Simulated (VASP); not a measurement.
# Fe (Fd-3m) in VASP: further runs

Runs on Fe. Level: RPBE. Tasks: single point, relaxation of cell and atoms.

Program: VASP 6.6.1. These are calculated values, not measurements. Logs are shortened: lines on timing, memory, paths and dates and some standing lists are left out, and cuts for length are marked.

### 1 The cell of the first run

It takes space group Fd-3m (No. 227, cubic). Conventional cell: a = 5.106 Å, b = 5.106 Å, c = 5.106 Å, α = 90.00°, β = 90.00°, γ = 90.00°. Within 2.9 Å of Fe (site symmetry -43m) lie 4 Fe at 2.21 Å.

### 2 Single point, RPBE (volume scaled by 1.12)

Input file INCAR:

```
SYSTEM = Fe
  ALGO = Normal
  EDIFF = 1E-7
  ENCUT = 520
  GGA = RP
  ISIF = 2
  ISMEAR = -1
  LASPH = .True.
  LCHARG = .False.
  LREAL = .False.
  LWAVE = .False.
  NBANDS = 15
  NELM = 100
  PREC = Accurate
  SIGMA = 0.1
```

Input file KPOINTS:

```
k-points
0
Gamma
  12 12 12
  0 0 0
```

Input file POSCAR:

```
Fe
1.0
    0.0000000000      2.5529795978      2.5529795978
    2.5529795978      0.0000000000      2.5529795978
    2.5529795978      2.5529795978      0.0000000000
Fe
2
Direct
    0.1250000000      0.1250000000      0.1250000000
    0.8750000000      0.8750000000      0.8750000000
```

Potentials or basis: VASP PAW PBE potentials, release 64 (Fe).

Command:

```
cat potpaw_PBE.64/Fe/POTCAR > POTCAR
mpirun -np 1 vasp_std > vasp.out
```

OUTCAR:

```text
SYSTEM = Fe
   EDIFF = 1E-7
   ENCUT = 520
   GGA = RP
   ISIF = 2
   ISMEAR = -1
   LASPH = .True.
   LREAL = .False.
   NELM = 100
   PREC = Accurate

 ion  position               nearest neighbor table
   1  0.125  0.125  0.125-   2 2.21   2 2.21   2 2.21   2 2.21
   2  0.875  0.875  0.875-   1 2.21   1 2.21   1 2.21   1 2.21

  LATTYP: Found a face centered cubic cell.
 ALAT       =     5.1059591956

  Lattice vectors:

 A1 = (   0.0000000000,   2.5529795978,   2.5529795978)
 A2 = (   2.5529795978,   0.0000000000,   2.5529795978)
 A3 = (   2.5529795978,   2.5529795978,   0.0000000000)

Analysis of symmetry for initial positions (statically):
=====================================================================
 Subroutine PRICEL returns:
 Original cell was already a primitive cell.

 Routine SETGRP: Setting up the symmetry group for a
 face centered cubic supercell.

 Subroutine GETGRP returns: Found 48 space group operations
 (whereof 12 operations were pure point group operations)
 out of a pool of 48 trial point group operations.

The static configuration has the point symmetry D_3d.
 The point group associated with its full space group is O_h .

Analysis of symmetry for dynamics (positions and initial velocities):
=====================================================================
 Subroutine PRICEL returns:
 Original cell was already a primitive cell.

 Routine SETGRP: Setting up the symmetry group for a
 face centered cubic supercell.

 Subroutine GETGRP returns: Found 48 space group operations
 (whereof 12 operations were pure point group operations)
 out of a pool of 48 trial point group operations.

The dynamic configuration has the point symmetry D_3d.
 The point group associated with its full space group is O_h .

 Subroutine INISYM returns: Found 48 space group operations
 (whereof 12 operations are pure point group operations),
 and found     1 'primitive' translations

----------------------------------------------------------------------------------------

                                     Primitive cell

  volume of cell :      33.2791

  direct lattice vectors                    reciprocal lattice vectors
     0.000000000  2.552979598  2.552979598    -0.195849587  0.195849587  0.195849587
     2.552979598  0.000000000  2.552979598     0.195849587 -0.195849587  0.195849587
     2.552979598  2.552979598  0.000000000     0.195849587  0.195849587 -0.195849587

  length of vectors
     3.610458372  3.610458372  3.610458372     0.339221435  0.339221435  0.339221435

[... 91 lines left out ...]
   NELECT =      16.0000    total number of electrons
   NUPDOWN=      -1.0000    fix difference up-down
   EMIN   =  10.00;   EMAX   =-10.00  energy-range for DOS
   EFERMI =   0.00;   METHOD = LEGACY
   ISMEAR =    -1;   SIGMA  =   0.10  broadening in eV -4-tet -1-fermi 0-gaus
   EFERMI_NEDOS =   21; number of points for ismear=-14 and -15
   IALGO  =     38    algorithm
   IMIX   =      4    mixing-type and parameters
     AMIX     =   0.40;   BMIX     =  1.00
     AMIX_MAG =   1.60;   BMIX_MAG =  1.00
  volume/ion in A,a.u.               =      16.64       112.29
  Fermi-wavevector in a.u.,A,eV,Ry     =   1.282500  2.423574 22.378959  1.644807
  Thomas-Fermi vector in A             =   2.414808
   LORBIT       =      0    0 simple, 1 ext, 2 COOP (PROOUT), +10 PAW based schemes
   GGA     = RP    functional components
   LHFCALC =     F    Hartree Fock is set to
   AEXX    =    0.0000 exact exchange contribution
   IVDW    =     0    specifies the selected vdW correction
   LEPSILON=     F    determine dielectric tensor
   LRPA    =     F    only Hartree local field effects (RPA)
 non-spin polarized calculation
  energy-cutoff  :      520.00
  volume of cell :       33.28
 maximum number of plane-waves:       934
   NGX = 13   NGY = 13   NGZ = 13

 number of electron      16.0000014 magnetization

 Free energy of the ion-electron system (eV)
  ---------------------------------------------------
  ext. energy  EPLUGINS =         0.00000000
  ---------------------------------------------------
  free energy    TOTEN  =       -12.80922574 eV

  energy without entropy =      -12.70901451  energy(sigma->0) =      -12.75912012

 E-fermi :   2.6437     XC(G=0): -10.7110

 val. band max:        2.6394018305   @ k =   0.5000   0.1667   0.0000
 cond. band min:       2.6707665713   @ k =   0.4167   0.1667   0.0000
 fundamental gap:      0.0313647407
 Fermi energy:         2.6437007589

 k-point     1 :       0.0000    0.0000    0.0000
  band No.  band energies     occupation
      1      -3.3713      2.00000
      2       0.3851      2.00000
      3       0.3851      2.00000
      4       0.5537      2.00000
      5       0.5537      2.00000
      6       0.5537      2.00000
      7       2.3143      1.92846
      8       2.3143      1.92846
      9       2.3143      1.92846
     10       3.6190      0.00012
     11       3.6190      0.00012
     12      15.5089      0.00000
     13      15.5089      0.00000
     14      15.5089      0.00000
[... 401 lines left out ...]
      2       0.1313      2.00000
      3       0.3206      2.00000
      4       0.4521      2.00000
      5       0.9354      2.00000
      6       1.0274      2.00000
      7       1.9118      1.99868
      8       2.4327      1.78381
      9       2.9782      0.06812
     10       3.4940      0.00041
     11       3.6022      0.00014
     12       4.7706      0.00000
     13       9.4129      0.00000
     14      11.0667      0.00000
     15      13.7868      0.00000

 [... further k-points ...]

------------------------ aborting loop because EDIFF is reached ----------------------------------------

  FORCE on cell =-STRESS in cart. coord.  units (eV):
  Direction    XX          YY          ZZ          XY          YZ          ZX
  --------------------------------------------------------------------------------------
  -------------------------------------------------------------------------------------
  Total       -2.6918367     -2.6918367     -2.6918367      0.0000000     -0.0000000     -0.0000000
  in kB     -129.5947061   -129.5947061   -129.5947061      0.0000000     -0.0000000     -0.0000000
  external PRESSURE =    -129.5947061 kB  Pullay stress =       0.0000000 kB

 VOLUME and BASIS-vectors are now :
 -----------------------------------------------------------------------------
  energy-cutoff  :      520.00
  volume of cell :       33.28
      direct lattice vectors                 reciprocal lattice vectors
     0.000000000  2.552979598  2.552979598    -0.195849587  0.195849587  0.195849587
     2.552979598  0.000000000  2.552979598     0.195849587 -0.195849587  0.195849587
     2.552979598  2.552979598  0.000000000     0.195849587  0.195849587 -0.195849587

 POSITION                                       TOTAL-FORCE (eV/Angst)
 -----------------------------------------------------------------------------------
      0.63824      0.63824      0.63824        -0.000000      0.000000      0.000000
      4.46771      4.46771      4.46771         0.000000     -0.000000     -0.000000
 -----------------------------------------------------------------------------------
    total drift:                                0.000000     -0.000000     -0.000000

  FREE ENERGIE OF THE ION-ELECTRON SYSTEM (eV)
  ---------------------------------------------------
  free  energy   TOTEN  =       -12.8092257406 eV

  energy  without entropy=      -12.7090145075  energy(sigma->0) =      -12.75912012
```

stdout:

```text
POSCAR found type information on POSCAR Fe
 POSCAR found :  1 types and       2 ions
 scaLAPACK will be used
 -----------------------------------------------------------------------------
|                                                                             |
|                                                                             |
|     You enforced a specific xc type in the INCAR file but a different       |
|     I HOPE YOU KNOW WHAT YOU ARE DOING!                                     |
|                                                                             |
 -----------------------------------------------------------------------------

 LDA part: xc-table for (Slater+PW92), standard interpolation
 POSCAR, INCAR and KPOINTS ok, starting setup
 FFT: planning ... GRIDC
 FFT: planning ... GRID_SOFT
 FFT: planning ... GRID
 WAVECAR not read
 entering main loop
```

Wall time 16 s (1 thread of Intel Xeon 6975P-C (Granite Rapids), shared host); peak memory 0.17 GiB.

What came out:

```yaml
Free_energy: -12.8092 eV
Pressure: -13.0 GPa
Band_gap_on_the_k_mesh: zero (band 8 reaches 2.85 eV, above the bottom of band 9 at 2.30 eV)
```

Caveat: the cell differs from its parent crystal (volume scaled by 1.12); the PAW data sets were made with another functional, which shifts forces and pressure a little; the run has no spin polarisation, though such a crystal can be magnetic.

### 3 Relaxation of cell and atoms, RPBE

This run uses another cell than the first one, of 15.90 Å³/atom, 0.955 times its volume.

Input file INCAR:

```
ALGO     = Normal         # electronic algorithm
EDIFF    = 1E-6           # SCF threshold, eV
EDIFFG   = -0.01          # ionic threshold
ENCUT    = 600            # plane-wave cutoff, eV
GGA      = RP             # functional
IBRION   = 2              # ionic algorithm
ISIF     = 3              # what is computed and relaxed
ISMEAR   = -1             # smearing method
LASPH    = True           # aspherical terms in the spheres
LCHARG   = False          # write CHGCAR
LREAL    = False          # projectors in reciprocal space
LWAVE    = False          # write WAVECAR
NELM     = 80             # most SCF steps
NSW      = 80             # ionic steps
PREC     = Accurate       # precision mode
SIGMA    = 0.1            # smearing width, eV
```

Input file KPOINTS:

```
k-points
0
Gamma
  11 11 11
```

Input file POSCAR:

```
Fe
1.0
    0.0000000000      2.5145090540      2.5145090540
    2.5145090540      0.0000000000      2.5145090540
    2.5145090540      2.5145090540      0.0000000000
Fe
2
Direct
    0.1250000000      0.1250000000      0.1250000000
    0.8750000000      0.8750000000      0.8750000000
```

Potentials or basis: VASP PAW PBE potentials, release 64 (Fe).

Command:

```
cat potpaw_PBE.64/Fe/POTCAR > POTCAR
mpirun -np 1 vasp_std > vasp.out
```

OUTCAR:

```text
EDIFF = 1E-6
   EDIFFG = -0.01
   ENCUT = 600
   GGA = RP
   IBRION = 2
   ISIF = 3
   ISMEAR = -1
   LASPH = True
   LREAL = False
   NELM = 80
   NSW = 80
   PREC = Accurate

 ion  position               nearest neighbor table
   1  0.125  0.125  0.125-   2 2.18   2 2.18   2 2.18   2 2.18
   2  0.875  0.875  0.875-   1 2.18   1 2.18   1 2.18   1 2.18

  LATTYP: Found a face centered cubic cell.
 ALAT       =     5.0290181080

  Lattice vectors:

 A1 = (   0.0000000000,   2.5145090540,   2.5145090540)
 A2 = (   2.5145090540,   0.0000000000,   2.5145090540)
 A3 = (   2.5145090540,   2.5145090540,   0.0000000000)

Analysis of symmetry for initial positions (statically):
=====================================================================
 Subroutine PRICEL returns:
 Original cell was already a primitive cell.

 Routine SETGRP: Setting up the symmetry group for a
 face centered cubic supercell.

[... 186 lines left out ...]
      8       2.6318      1.94091
      9       2.6318      1.94091
     10       4.0298      0.00006
     11       4.0298      0.00006
     12      16.2991      0.00000
[... 416 lines left out ...]
--------------------------------------- Ionic step        3  -------------------------------------------

 number of electron      16.0000002 magnetization

 Free energy of the ion-electron system (eV)
  ---------------------------------------------------
  ext. energy  EPLUGINS =         0.00000000
  ---------------------------------------------------
  free energy    TOTEN  =       -12.98235753 eV

  energy without entropy =      -12.89585189  energy(sigma->0) =      -12.93910471

 E-fermi :   3.5889     XC(G=0): -11.3293

 val. band max:        3.5877522367   @ k =   0.4545   0.3636   0.0909
 cond. band min:       3.5915008079   @ k =   0.2727   0.1818   0.0000
 fundamental gap:      0.0037485713
 Fermi energy:         3.5889197491

 k-point     1 :       0.0000    0.0000    0.0000
  band No.  band energies     occupation
      1      -2.9830      2.00000
      2       0.9127      2.00000
      3       0.9127      2.00000
      4       1.1892      2.00000
      5       1.1892      2.00000
      6       1.1892      2.00000
      7       3.2046      1.95806
      8       3.2046      1.95806
      9       3.2046      1.95806
     10       4.7731      0.00001
     11       4.7731      0.00001
     12      17.6788      0.00000
[... 374 lines left out ...]
  FREE ENERGIE OF THE ION-ELECTRON SYSTEM (eV)
  ---------------------------------------------------
  free  energy   TOTEN  =       -12.9823575301 eV

  energy  without entropy=      -12.8958518948  energy(sigma->0) =      -12.93910471

 reached required accuracy - stopping structural energy minimisation
```

OSZICAR:

```text
N       E                     dE             d eps       ncg     rms          rms(c)
DAV:   1     0.912789435231E+02    0.91279E+02   -0.77298E+03  1344   0.172E+03
DAV:   2    -0.968547901466E+01   -0.10096E+03   -0.92508E+02  1344   0.292E+02
DAV:   3    -0.144152544720E+02   -0.47298E+01   -0.41225E+01  1764   0.760E+01
[... 25 lines left out ...]
DAV:   4    -0.129826728429E+02    0.73925E-02   -0.85432E-03  1412   0.126E+00    0.257E-01
DAV:   5    -0.129823222363E+02    0.35061E-03   -0.15550E-03  1796   0.380E-01    0.453E-02
DAV:   6    -0.129823536357E+02   -0.31399E-04   -0.90649E-05  1376   0.172E-01    0.926E-03
DAV:   7    -0.129823578625E+02   -0.42269E-05   -0.16822E-06  1104   0.229E-02    0.137E-03
DAV:   8    -0.129823575301E+02    0.33249E-06   -0.23155E-07   720   0.691E-03
   3 F= -.12982358E+02 E0= -.12939105E+02  d E =-.715604E-01
```

Run time: 25 s. Hardware: 1 thread of Intel Xeon 6975P-C (Granite Rapids), shared host; peak memory 0.17 GiB.

Results:

- Free energy: -12.9824 eV
- Relaxed volume: 14.72 Å³/atom
- Relaxed cell: a = 3.466 Å, b = 3.466 Å, c = 3.466 Å, α = 60.00°, β = 60.00°, γ = 60.00°
- Space group after relaxing (to 0.05 Å): Fd-3m (No. 227)
- Energy gained by relaxing: 35.8 meV/atom
- Ionic steps: 3
- Pressure after relaxing: 0.0 GPa
- Band gap on the k mesh: zero (band 8 reaches 3.83 eV, above the bottom of band 9 at 3.19 eV)

The path:
| step | energy change (eV) | largest force (eV/Å) | pressure (GPa) | volume (Å³) |
| --- | --- | --- | --- | --- |
| 1 | 0.0000 | 0.0000 | -9.04 | 31.80 |
| 2 | -0.0302 | 0.0000 | 8.78 | 27.84 |
| 3 | -0.0716 | 0.0000 | -0.04 | 29.45 |

Final structure:
```
CELL_PARAMETERS angstrom
0.00000 2.45099 2.45099
2.45099 0.00000 2.45099
2.45099 2.45099 0.00000
ATOMIC_POSITIONS crystal
Fe 0.12500 0.12500 0.12500
Fe 0.87500 0.87500 0.87500
```

Levels at points of the mesh, in eV from the Fermi level:
| k point | band 4 | band 5 | band 6 | band 7 | band 8 | band 9 | band 10 | band 11 | band 12 |
| --- | --- | --- | --- | --- | --- | --- | --- | --- | --- |
| (0.00, 0.00, 0.00) | -2.40 | -2.40 | -2.40 | -0.38 | -0.38 | -0.38 | 1.18 | 1.18 | 14.09 |

Caveat: the PAW data sets were made with another functional, which shifts forces and pressure a little; the run has no spin polarisation, though such a crystal can be magnetic. Spin polarisation is off, so any magnetic state and its effect on volume and gap are missing.

### 4 Single point, RPBE

This run uses another cell than the first one, of 14.86 Å³/atom, 0.893 times its volume.

Input file INCAR:

```
SYSTEM = Fe
PREC     = Accurate       ! precision mode
ENCUT    = 520            ! plane-wave cutoff, eV
EDIFF    = 1E-6           ! SCF threshold, eV
ISMEAR   = -1             ! smearing method
SIGMA    = 0.1            ! smearing width, eV
LREAL    = .FALSE.        ! projectors in reciprocal space
LASPH    = .TRUE.         ! aspherical terms in the spheres
NELM     = 100            ! most SCF steps
ALGO     = Normal         ! electronic algorithm
ISIF     = 2              ! what is computed and relaxed
LWAVE    = .FALSE.        ! write WAVECAR
LCHARG   = .TRUE.         ! write CHGCAR
GGA      = RP             ! functional
LELF     = .TRUE.         ! ELF
LVHAR    = .TRUE.       
NBANDS   = 15             ! bands
```

Input file KPOINTS:

```
regular mesh
0
G
  18 18 18
  0 0 0
```

Input file POSCAR:

```
Fe
1.0
    0.0000000000      2.4583365409      2.4583365409
    2.4583365409      0.0000000000      2.4583365409
    2.4583365409      2.4583365409      0.0000000000
Fe
2
Direct
    0.1250000000      0.1250000000      0.1250000000
    0.8750000000      0.8750000000      0.8750000000
```

Command:

```
cat potpaw_PBE.64/Fe/POTCAR > POTCAR
mpirun -np 1 vasp_std > vasp.out
```

Wall time 36 s (1 thread of Intel Xeon 6975P-C (Granite Rapids), shared host); peak memory 0.2 GiB.

The run converged. Its results:

```
Free energy            : -12.9815 eV
Pressure               : -1.2 GPa
Band gap on the k mesh : zero (band 8 reaches 3.80 eV, above the bottom of band 9 at 3.12 eV)
```

Levels at points of the mesh, in eV from the Fermi level:
```csv
k point,band 5,band 6,band 7,band 8,band 9,band 10,band 11,band 12
"(0.00, 0.00, 0.00)",-2.38,-2.38,-0.38,-0.38,-0.38,1.17,1.17,14.00
"(0.50, 0.00, 0.00)",-2.39,-2.39,-1.07,0.15,0.15,0.94,0.94,2.39
"(0.50, 0.50, 0.00)",-1.37,-1.37,-0.71,-0.71,1.13,1.13,2.65,2.65
```

Caveat: the PAW data sets were made with another functional, which shifts forces and pressure a little; the run has no spin polarisation, though such a crystal can be magnetic.

### 5 The runs side by side

| task | cell | k mesh | cutoff (eV) | gap on the mesh (eV) | pressure (GPa) |
| --- | --- | --- | --- | --- | --- |
| single point | a = 3.610 Å, angles 60.0°, 2 atoms | 12 × 12 × 12 | 520 | none | -13.0 |
| relaxation of cell and atoms | relaxed from a = 3.556 Å, angles 60.0°, 2 atoms | 11 × 11 × 11 | 600 | none | 0.0 |
| single point | a = 3.477 Å, angles 60.0°, 2 atoms | 18 × 18 × 18 | 520 | none | -1.2 |

Alike in all rows: level RPBE; potentials or basis VASP PAW PBE potentials, release 64 (Fe); no spin polarisation; smearing fermi-dirac 0.1 eV.

Caveats: the PAW data sets were made with another functional, which shifts forces and pressure a little; the run has no spin polarisation, though such a crystal can be magnetic.

Total energies depend on the potentials used, so only differences within one code and one set of settings carry meaning.
